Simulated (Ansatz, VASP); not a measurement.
**One calculation of CuAu, two programs**

```
CELL_PARAMETERS angstrom
2.79188 0.00000 0.00000
0.00000 2.79188 0.00000
0.00000 0.00000 3.66027
ATOMIC_POSITIONS crystal
Au 0.00000 0.00000 0.00000
Cu 0.50000 0.50000 0.50000
```

Change from the starting cell: volume scaled by 0.98.

Alike in both runs: task single point; functional LDA; k mesh 9 × 9 × 7; occupations fermi-dirac, width 0.05 eV; no spin polarisation.

```csv
,VASP,Ansatz
version,VASP 6.6.1,Ansatz 0.2.0
potentials or method,"VASP PAW LDA potentials, release 64 (Au, Cu), cutoff 520 eV","all-electron LAPW, scalar-relativistic"
```

|  | VASP | Ansatz | Ansatz less VASP |
| --- | --- | --- | --- |
| gap on the k mesh at the Fermi level (eV) | none | none | - |
| pressure (GPa) | -6.0 | -6.1 | -0.08 |
| traceless stress, the component that is largest in VASP (GPa) | -0.39 | -0.39 | +0.006 |

LDA's correlation is that of Perdew and Zunger in VASP and of Perdew and Wang (1992) in Ansatz. A gap of «none» marks a metal or a gap that the smearing closes. Ansatz ran all-electron here, and VASP with PAW potentials.

Neither program's run includes spin-orbit coupling.
